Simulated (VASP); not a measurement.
Crystal: Hf3N4.

```
Hf N
1.0
    -3.40048    3.40048    3.40048
     3.40048   -3.40048    3.40048
     3.40048    3.40048   -3.40048
Hf N
6 8
Direct
  0.25000 0.62500 0.37500
  0.37500 0.25000 0.62500
  0.75000 0.87500 0.12500
  0.12500 0.75000 0.87500
  0.62500 0.37500 0.25000
  0.87500 0.12500 0.75000
  0.13301 0.13301 0.13301
  0.86699 0.50000 0.00000
  0.50000 0.00000 0.36699
  0.00000 0.86699 0.50000
  0.36699 0.50000 0.00000
  0.63301 0.63301 0.63301
  0.00000 0.36699 0.50000
  0.50000 0.00000 0.86699
```

```yaml
Program: VASP 6.6.1
Task: relaxation of the atoms
Functional: PBE
Potentials_or_basis: VASP PAW PBE potentials, release 64 (Hf_pv, N)
Cutoff: 520 eV
k_mesh: 6 × 6 × 6
Occupations: gaussian, width 0.02 eV
Spin: no spin polarisation
```

At the start: pressure -10.1 GPa; volume 11.23 Å³/atom.

How do energy, volume and symmetry change on relaxing?

Over 4 steps the energy falls by 3.5 meV/atom; space group I-43d (No. 220, to 0.1 Å) before and after.

Step by step:
| step | energy change (eV) | largest force (eV/Å) | pressure (GPa) |
| --- | --- | --- | --- |
| 1 | 0.0000 | 0.2200 | -10.10 |
| 2 | -0.0170 | 0.1791 | -9.60 |
| 3 | -0.0467 | 0.0528 | -7.91 |
| 4 | -0.0494 | 0.0032 | -7.14 |

Final structure:
```
Hf N
1.0
    -3.40048    3.40048    3.40048
     3.40048   -3.40048    3.40048
     3.40048    3.40048   -3.40048
Hf N
6 8
Direct
  0.25000 0.62500 0.37500
  0.37500 0.25000 0.62500
  0.75000 0.87500 0.12500
  0.12500 0.75000 0.87500
  0.62500 0.37500 0.25000
  0.87500 0.12500 0.75000
  0.12354 0.12354 0.12354
  0.87646 0.50000 0.00000
  0.50000 0.00000 0.37646
  0.00000 0.87646 0.50000
  0.37646 0.50000 0.00000
  0.62354 0.62354 0.62354
  0.00000 0.37646 0.50000
  0.50000 0.00000 0.87646
```
